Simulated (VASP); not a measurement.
# Ni (Fm-3m) in VASP: single point with PBE

Aim: the single point of Ni with PBE.

All numbers are computed with VASP 6.6.1; they aren't measurements. Logs are shortened: lines on timing, memory, paths and dates and some standing lists are left out, and cuts for length are marked.

### Step 1. The cell of the first run

It takes space group Fm-3m (No. 225, cubic). The conventional cell has a = 3.517 Å, b = 3.517 Å, c = 3.517 Å, α = 90.00°, β = 90.00°, γ = 90.00°. Within 3.3 Å of Ni (site symmetry m-3m) lie 12 Ni at 2.49 Å.

### Step 2. Single point, PBE, collinear spin, ferromagnetic start

Contents of INCAR:

```
SYSTEM = Ni
PREC     = Accurate       ! precision mode
ENCUT    = 520            ! plane-wave cutoff, eV
EDIFF    = 1E-6           ! SCF threshold, eV
ISMEAR   = -1             ! smearing method
SIGMA    = 0.1            ! smearing width, eV
LREAL    = .False.        ! projectors in reciprocal space
LASPH    = .True.         ! aspherical terms in the spheres
NELM     = 150            ! most SCF steps
ALGO     = Normal         ! electronic algorithm
ISIF     = 2              ! what is computed and relaxed
LWAVE    = .False.        ! write WAVECAR
LCHARG   = .False.        ! write CHGCAR
ISPIN    = 2              ! spin polarisation
MAGMOM   = 2 2            ! initial moments
LORBIT   = 11             ! projections on sites
LMAXMIX  = 4              ! l up to which the mixer works
GGA      = PE             ! functional
NBANDS   = 21             ! bands
ISYM     = 0
```

Contents of KPOINTS:

```
regular mesh
0
Gamma
  8 11 13
  0 0 0
```

Contents of POSCAR:

```
Ni
1.0
   -1.7584000000     -1.7584000000     -3.5168000000
    1.7584000000     -1.7584000000      0.0000000000
   -1.7584000000     -1.7584000000      0.0000000000
Ni
2
Direct
    0.0000000000      0.0000000000      0.0000000000
    0.5000000000      0.5000000000      0.0000000000
```

Potentials or basis: VASP PAW PBE potentials, release 64 (Ni).

Launch:

```bash
$ cat potpaw_PBE.64/Ni/POTCAR > POTCAR
$ mpirun -np 1 vasp_std > vasp.out
```

OUTCAR:

```text
SYSTEM = Ni
   PREC = Accurate
   ENCUT = 520
   EDIFF = 1E-6
   ISMEAR = -1
   LREAL = .False.
   LASPH = .True.
   NELM = 150
   ISIF = 2
   ISPIN = 2
   LORBIT = 11
   GGA = PE
   ISYM = 0

 ion  position               nearest neighbor table
   1  0.000  0.000  0.000-   2 2.49   2 2.49   2 2.49   2 2.49   2 2.49   2 2.49   2 2.49   2 2.49

   2  0.500  0.500  0.000-   1 2.49   1 2.49   1 2.49   1 2.49   1 2.49   1 2.49   1 2.49   1 2.49

IMPORTANT INFORMATION: All symmetrisations will be switched off!
NOSYMM: (Re-)initialisation of all symmetry stuff for point group C_1.

----------------------------------------------------------------------------------------

                                     Primitive cell

  volume of cell :      21.7477

  direct lattice vectors                    reciprocal lattice vectors
    -1.758400000 -1.758400000 -3.516800000     0.000000000  0.000000000 -0.284349409
     1.758400000 -1.758400000  0.000000000     0.284349409 -0.284349409  0.000000000
    -1.758400000 -1.758400000  0.000000000    -0.284349409 -0.284349409  0.284349409

  length of vectors
     4.307182764  2.486753128  2.486753128     0.284349409  0.402130790  0.492507623

  position of ions in fractional coordinates (direct lattice)
     0.000000000  0.000000000  0.000000000
     0.500000000  0.500000000  0.000000000

  ion indices of the primitive-cell ions
   primitive index   ion index
                 1           1
                 2           2

----------------------------------------------------------------------------------------

 KPOINTS: regular mesh

Automatic generation of k-mesh.
 Grid dimensions read from file:
 generate k-points for:    8   11   13

 Generating k-lattice:

  Cartesian coordinates                     Fractional coordinates (reciprocal lattice)
     0.000000000  0.000000000 -0.035543676     0.125000000  0.000000000  0.000000000
     0.025849946 -0.025849946  0.000000000     0.000000000  0.090909091  0.000000000
    -0.021873031 -0.021873031  0.021873031     0.000000000  0.000000000  0.076923077

  Length of vectors
     0.035543676  0.036557345  0.037885202

  Shift w.r.t. Gamma in fractional coordinates (k-lattice)
     0.000000000  0.000000000  0.000000000

 -----------------------------------------------------------------------------
|                                                                             |
|           W    W    AA    RRRRR   N    N  II  N    N   GGGG   !!!           |
|           W    W   A  A   R    R  NN   N  II  NN   N  G    G  !!!           |
|           W    W  A    A  R    R  N N  N  II  N N  N  G       !!!           |
|           W WW W  AAAAAA  RRRRR   N  N N  II  N  N N  G  GGG   !            |
|           WW  WW  A    A  R   R   N   NN  II  N   NN  G    G                |
|           W    W  A    A  R    R  N    N  II  N    N   GGGG   !!!           |
|                                                                             |
|     Your reciprocal lattice and k-lattice belong to different lattice       |
|     classes:                                                                |
|                                                                             |
|        The reciprocal lattice is simple tetragonal,                         |
|        whereas your k-lattice is simple monoclinic.                         |
|                                                                             |
|     Results are often still useful ...                                      |
|                                                                             |
 -----------------------------------------------------------------------------

 WARNING: IBZKPT: internal override: KBLOWUP is changed to .FALSE.
      ... skipping the blow-up phase ...

 Subroutine IBZKPT returns following result:
 ===========================================

 Found    573 irreducible k-points:

 Following reciprocal coordinates:
            Coordinates               Weight
  0.000000  0.000000  0.000000      1.000000
  0.125000  0.000000  0.000000      2.000000
  0.250000  0.000000  0.000000      2.000000
  0.375000  0.000000  0.000000      2.000000
  0.500000  0.000000  0.000000      1.000000
  0.000000  0.090909  0.000000      2.000000
[... 16 lines left out ...]
  0.125000  0.272727  0.000000      2.000000
  0.250000  0.272727  0.000000      2.000000
 [... further k-points ...]
   k-points           NKPTS =    573   k-points in BZ     NKDIM =    573   number of bands    NBANDS=     21
   number of dos      NEDOS =    301   number of ions     NIONS =      2
   total plane-waves  NPLWV =  10368
   dimension x,y,z NGX =    32 NGY =   18 NGZ =   18
   dimension x,y,z NGXF=    64 NGYF=   36 NGZF=   36
   ions per type =               2
   NGX,Y,Z   is equivalent  to a cutoff of  12.35, 12.03, 12.03 a.u.
   NGXF,Y,Z  is equivalent  to a cutoff of  24.70, 24.07, 24.07 a.u.
 SYSTEM =  Ni
   PREC   = accura    normal or accurate (medium, high low for compatibility)
   ISTART =      0    job   : 0-new  1-cont  2-samecut
   ICHARG =      2    charge: 1-file 2-atom 10-const
   ISPIN  =      2    spin polarized calculation?
   LNONCOLLINEAR =      F non collinear calculations
   LSORBIT =      F    spin-orbit coupling
   LASPH  =      T    aspherical Exc in radial PAW
   ENCUT  =  520.0 eV  38.22 Ry    6.18 a.u.   8.01  4.62  4.62*2*pi/ulx,y,z
   NELM   =    150;   NELMIN=  2; NELMDL= -5     # of ELM steps
   EDIFF  = 0.1E-05   stopping-criterion for ELM
   LREAL  =      F    real-space projection
   EDIFFG = 0.1E-04   stopping-criterion for IOM
   NSW    =      0    number of steps for IOM
   IBRION =     -1    ionic relax: 0-MD 1-quasi-New 2-CG
   NFREE  =      0    steps in history (QN), initial steepest desc. (CG)
   ISIF   =      2    stress and relaxation
   ISYM   =      0    0-nonsym 1-usesym 2-fastsym
   POTIM  = 0.5000    time-step for ionic-motion
   TEBEG  =    0.0;   TEEND  =   0.0 temperature during run
   PSTRESS=    0.0 pullay stress
   NELECT =      20.0000    total number of electrons
   NUPDOWN=      -1.0000    fix difference up-down
   EMIN   =  10.00;   EMAX   =-10.00  energy-range for DOS
   EFERMI =   0.00;   METHOD = LEGACY
   ISMEAR =    -1;   SIGMA  =   0.10  broadening in eV -4-tet -1-fermi 0-gaus
   EFERMI_NEDOS =   21; number of points for ismear=-14 and -15
   IALGO  =     38    algorithm
   IMIX   =      4    mixing-type and parameters
     AMIX     =   0.40;   BMIX     =  1.00
     AMIX_MAG =   1.60;   BMIX_MAG =  1.00
  volume/ion in A,a.u.               =      10.87        73.38
  Fermi-wavevector in a.u.,A,eV,Ry     =   1.592015  3.008472 34.484126  2.534512
  Thomas-Fermi vector in A             =   2.690466
   LORBIT       =     11    0 simple, 1 ext, 2 COOP (PROOUT), +10 PAW based schemes
   GGA     = PE    functional components
   LHFCALC =     F    Hartree Fock is set to
   AEXX    =    0.0000 exact exchange contribution
   IVDW    =     0    specifies the selected vdW correction
   LEPSILON=     F    determine dielectric tensor
   LRPA    =     F    only Hartree local field effects (RPA)
 spin polarized calculation
  energy-cutoff  :      520.00
  volume of cell :       21.75
 maximum number of plane-waves:       606
   NGX = 15   NGY =  9   NGZ =  9

 number of electron      20.0000023 magnetization       1.2215981

 Free energy of the ion-electron system (eV)
  ---------------------------------------------------
  ext. energy  EPLUGINS =         0.00000000
  ---------------------------------------------------
  free energy    TOTEN  =       -10.99715008 eV

  energy without entropy =      -10.88972682  energy(sigma->0) =      -10.94343845

 E-fermi :   9.3697     XC(G=0): -13.2590

 val. band max:        9.3695556883   @ k =   0.1250   0.0000   0.0769
 cond. band min:       9.3698838975   @ k =   0.3750   0.3636   0.2308
 fundamental gap:      0.0003282092
 Fermi energy:         9.3696858708

 spin component 1

 k-point     1 :       0.0000    0.0000    0.0000
  band No.  band energies     occupation
      1       0.3687      1.00000
      2       4.7334      1.00000
      3       5.2007      1.00000
      4       6.9655      1.00000
      5       6.9657      1.00000
      6       6.9668      1.00000
[... 13 lines left out ...]
     20      36.9745      0.00000
     21      36.9749      0.00000

 k-point     2 :       0.1250    0.0000    0.0000
  band No.  band energies     occupation
      1       0.5725      1.00000
      2       4.7445      1.00000
      3       5.2629      1.00000
      4       6.8937      1.00000
      5       7.0223      1.00000
      6       7.0228      1.00000
[... 13 lines left out ...]
     20      35.4470      0.00000
     21      36.0384      0.00000

 k-point     3 :       0.2500    0.0000    0.0000
  band No.  band energies     occupation
      1       1.1702      1.00000
      2       4.6881      1.00000
      3       5.4418      1.00000
      4       6.6890      1.00000
      5       7.1898      1.00000
      6       7.1903      1.00000
[... 13 lines left out ...]
     20      33.0865      0.00000
     21      34.2537      0.00000
[... 457 lines left out ...]
 k-point    23 :       0.1250    0.2727    0.0000
  band No.  band energies     occupation
      1       2.3693      1.00000
      2       5.4842      1.00000
      3       5.8184      1.00000
      4       6.5759      1.00000
      5       7.0801      1.00000
      6       7.1951      1.00000
[... 13 lines left out ...]
     20      37.6322      0.00000
     21      39.0560      0.00000

 k-point    24 :       0.2500    0.2727    0.0000
  band No.  band energies     occupation
      1       2.8392      1.00000
      2       5.3254      1.00000
      3       6.0408      1.00000
      4       6.6544      1.00000
      5       6.9648      1.00000
      6       7.1805      1.00000
[... 13 lines left out ...]
     20      35.1123      0.00000
     21      39.7703      0.00000

 [... further k-points ...]

 spin component 2

 k-point     1 :       0.0000    0.0000    0.0000
  band No.  band energies     occupation
      1       0.3370      1.00000
      2       5.0788      1.00000
      3       5.7914      1.00000
      4       7.6885      1.00000
      5       7.6894      1.00000
      6       7.6903      1.00000
[... 13 lines left out ...]
     20      36.9616      0.00000
     21      36.9620      0.00000

 k-point     2 :       0.1250    0.0000    0.0000
  band No.  band energies     occupation
      1       0.5409      1.00000
      2       5.0717      1.00000
      3       5.8576      1.00000
      4       7.6097      1.00000
      5       7.7479      1.00000
      6       7.7490      1.00000
[... 13 lines left out ...]
     20      35.4889      0.00000
     21      36.0014      0.00000

 k-point     3 :       0.2500    0.0000    0.0000
  band No.  band energies     occupation
      1       1.1400      1.00000
      2       4.9405      1.00000
      3       6.0484      1.00000
      4       7.3881      1.00000
      5       7.9212      1.00000
      6       7.9224      1.00000
[... 13 lines left out ...]
     20      33.1597      0.00000
     21      34.1920      0.00000
[... 457 lines left out ...]
 k-point    23 :       0.1250    0.2727    0.0000
  band No.  band energies     occupation
      1       2.3549      1.00000
      2       5.9442      1.00000
      3       6.2800      1.00000
      4       7.2308      1.00000
      5       7.6658      1.00000
      6       7.8684      1.00000
[... 13 lines left out ...]
     20      37.6899      0.00000
     21      39.0182      0.00000

 k-point    24 :       0.2500    0.2727    0.0000
  band No.  band energies     occupation
      1       2.8475      1.00000
      2       5.7511      1.00000
      3       6.4785      1.00000
      4       7.2564      1.00000
      5       7.5444      1.00000
      6       7.8477      1.00000
[... 13 lines left out ...]
     20      35.2025      0.00000
     21      39.7945      0.00000

 [... further k-points ...]

------------------------ aborting loop because EDIFF is reached ----------------------------------------

  FORCE on cell =-STRESS in cart. coord.  units (eV):
  Direction    XX          YY          ZZ          XY          YZ          ZX
  --------------------------------------------------------------------------------------
  -------------------------------------------------------------------------------------
  Total        0.0595642      0.0595649      0.0718869      0.0003847     -0.0013747     -0.0013739
  in kB        4.3881608      4.3882144      5.2959929      0.0283421     -0.1012727     -0.1012140
  external PRESSURE =       4.6907894 kB  Pullay stress =       0.0000000 kB

 VOLUME and BASIS-vectors are now :
 -----------------------------------------------------------------------------
  energy-cutoff  :      520.00
  volume of cell :       21.75
      direct lattice vectors                 reciprocal lattice vectors
    -1.758400000 -1.758400000 -3.516800000     0.000000000  0.000000000 -0.284349409
     1.758400000 -1.758400000  0.000000000     0.284349409 -0.284349409  0.000000000
    -1.758400000 -1.758400000  0.000000000    -0.284349409 -0.284349409  0.284349409

 POSITION                                       TOTAL-FORCE (eV/Angst)
 -----------------------------------------------------------------------------------
      0.00000      0.00000      0.00000        -0.000000      0.000000     -0.000000
      0.00000     -1.75840     -1.75840         0.000000     -0.000000      0.000000
 -----------------------------------------------------------------------------------
    total drift:                                0.000000     -0.000000      0.000001

  FREE ENERGIE OF THE ION-ELECTRON SYSTEM (eV)
  ---------------------------------------------------
  free  energy   TOTEN  =       -10.9971500798 eV

  energy  without entropy=      -10.8897268235  energy(sigma->0) =      -10.94343845

 total charge

# of ion       s       p       d       tot
------------------------------------------
    1        0.498   0.499   8.315   9.311
    2        0.498   0.499   8.315   9.311
--------------------------------------------------
tot          0.995   0.997  16.629  18.622

 magnetization (x)

# of ion       s       p       d       tot
------------------------------------------
    1       -0.006  -0.024   0.652   0.622
    2       -0.006  -0.024   0.652   0.622
--------------------------------------------------
tot         -0.013  -0.048   1.305   1.244
```

Run time: 2 min. Hardware: 1 thread of Intel Xeon 6975P-C (Granite Rapids), shared host; peak memory 0.43 GiB.

What came out:

```
Free energy                                           : -10.9972 eV
Pressure                                              : 0.5 GPa
Net moment                                            : 1.22 μB per cell
Site moments                                          : Ni +0.62 μB
Valence electrons inside the program's atomic spheres : Ni 9.31
```

Stress tensor (GPa, compression positive):
```
 0.44  0.00 -0.01
 0.00  0.44 -0.01
-0.01 -0.01  0.53
```
